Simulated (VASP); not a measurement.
Input of a VASP 6.6.1 run:

Contents of INCAR:

```
ALGO = Normal
EDIFF = 1E-6
ENCUT = 500
GGA = PS
GGA_COMPAT = False
ISIF = 2
ISMEAR = -1
LASPH = True
LCHARG = False
LREAL = False
LWAVE = False
NBANDS = 33
NELM = 120
PREC = Accurate
SIGMA = 0.05
```

The input KPOINTS:

```
k-points
0
Gamma
  6 6 4
```

File POSCAR:

```
AlSb3Rh2
1.0
    6.7855213142      0.3324159793     -0.8909997278
   -3.0824567664      5.3602279458      1.8001200086
   -0.5287794515      0.9103124395      3.3930581023
Al Sb Rh
1 3 2
Direct
    0.0005099350      0.2535330444     -0.1687187041
    0.5764106810     -0.2093399567      0.5824568448
    0.0005749358      0.7586200320      0.3253343227
    0.4246794084      0.2148143994      0.5824356924
    0.2344992854      0.6055931391      0.0957290631
    0.7665788316      0.3717020823      0.0956602034
```

Potentials or basis: VASP PAW PBE potentials, release 64 (Al, Sb, Rh_pv).

The run is started by

```sh
$ cat potpaw_PBE.64/Al/POTCAR potpaw_PBE.64/Sb/POTCAR potpaw_PBE.64/Rh_pv/POTCAR > POTCAR
$ mpirun -np 1 vasp_std > vasp.out
```

Problem. Estimate the largest force.

Solution. 0.015 eV/Å.

Problem. Estimate the pressure.

Solution. 0.0 GPa.

Problem. What does it give for the band gap on the k mesh?

Solution. Zero (bands 24 and 25 overlap by 1.82 eV).

Forces in eV/Å, atoms in the order of the input:
```
Al   0.007 -0.013  0.001
Sb  -0.003 -0.003 -0.005
Sb  -0.002  0.004  0.004
Sb   0.004  0.001 -0.005
Rh   0.004  0.009  0.003
Rh  -0.010  0.001  0.003
```

Caveat: the k points lie up to 0.45 Å⁻¹ apart, too coarse for converged energies and pressures of a metal; the PAW data sets were made with another functional, which shifts forces and pressure a little; spin-orbit coupling is left out, which moves the levels of the heavy elements.
